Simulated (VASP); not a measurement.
BiB:

```
B Bi
1.0
     0.00000    2.74487    2.74487
     2.74487    0.00000    2.74487
     2.74487    2.74487    0.00000
B Bi
1 1
Cartesian
  0.0000 0.0000 0.0000
  1.3724 1.3724 1.3724
```

Program: VASP 6.6.1. Alike in all runs: task single point; cell as given; cutoff (eV) 520.

Question: Order these runs on this cell by their pressure, lowest first.
A. level PBE; potentials or basis VASP PAW PBE potentials, release 64 (B, Bi_d); spin non-collinear, zero start, SOC; k mesh 8 × 8 × 8; smearing fermi-dirac 0.02 eV
B. level HSE06; potentials or basis VASP PAW PBE potentials, release 64 (B, Bi_d); spin off; k mesh 6 × 6 × 6; smearing gaussian 0.01 eV; grid for exact exchange (PRECFOCK) Normal; screening parameter 0.2079 1/Å
C. level LDA; potentials or basis VASP PAW LDA potentials, release 64 (B, Bi_d); spin off; k mesh 8 × 8 × 8; smearing gaussian 0.01 eV

Answer: C (-3.4 GPa), B (-1.8 GPa), A (1.4 GPa).

Caveats: the PAW data sets were made with another functional, which shifts forces and pressure a little (some runs).
